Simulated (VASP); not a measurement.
Zr: single point with PBEsol

Zr:

```xyz
1
Lattice="2.4227 0.0000 0.0000 0.0000 2.4227 0.0000 0.0000 0.0000 2.4227" Properties=species:S:1:pos:R:3 pbc="T T T"
Zr    0.0000    0.0000    0.0000
```

This cell differs from its parent crystal: volume scaled by 0.6.

* Program: VASP 6.6.1
* Task: single point
* Functional: PBEsol
* Potentials or basis: VASP PAW PBE potentials, release 64 (Zr_sv)
* Cutoff: 520 eV
* k mesh: 13 × 13 × 13
* Occupations: fermi-dirac, width 0.1 eV
* Spin: no spin polarisation
* Dipole correction: no
* Further INCAR settings: ALGO = Normal; EDIFF = 1e-06; NBANDS = 12

- Pressure: 100.0 GPa
- Band gap on the k mesh: zero (band 6 reaches 16.44 eV, above the bottom of band 7 at 11.26 eV)

Levels at points of the mesh, in eV from the Fermi level:
| k point | band 4 | band 5 | band 6 | band 7 | band 8 | band 9 |
| --- | --- | --- | --- | --- | --- | --- |
| (0.00, 0.00, 0.00) | -24.49 | -5.20 | -3.89 | -3.89 | 9.71 | 9.71 |

Run time: 11 s on 1 thread of Intel(R) Xeon(R) Platinum 8488C (Sapphire Rapids) (shared host), peak memory 0.13 GiB.

Caveat: the PAW data sets were made with another functional, which shifts forces and pressure a little.
